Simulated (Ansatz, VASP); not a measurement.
Two plane-wave programs on InGa2O

```
In Ga O
1.0
     2.34396    1.35328    3.62523
    -2.34396    1.35328    3.62523
     0.00000   -2.70657    3.62523
In Ga O
1 2 1
Cartesian
  0.0000 0.0000 5.4378
  0.0000 0.0000 8.9280
  0.0000 0.0000 1.9477
  0.0000 0.0000 0.0000
```

Alike in both runs: task relaxation of cell and atoms; functional PBE; k mesh 6 × 6 × 6; occupations gaussian, width 0.1 eV; no spin polarisation.

```csv
,VASP,Ansatz
version,VASP 6.6.1,Ansatz 0.2.0
potentials or method,"VASP PAW PBE potentials, release 64 (In_d, Ga_d, O_h), cutoff 1340 eV","scalar-relativistic, plane waves, PAW"
valence electrons in the cell,45,45
```

|  | VASP | Ansatz | Ansatz less VASP |
| --- | --- | --- | --- |
| gap on the k mesh at the Fermi level, each at its own relaxed structure (eV) | none | none | - |
| relaxed volume (Å³/atom) | 21.43 | 22.23 | +0.798 |
| relaxed length of the cell vector where the two differ most in proportion (Å) | 4.659 | 4.779 | +0.1201 |

A gap of «none» marks a metal or a gap that the smearing closes.

Noted on VASP's run: the volume moved by over 15 % at a fixed basis, so the end points are rough.
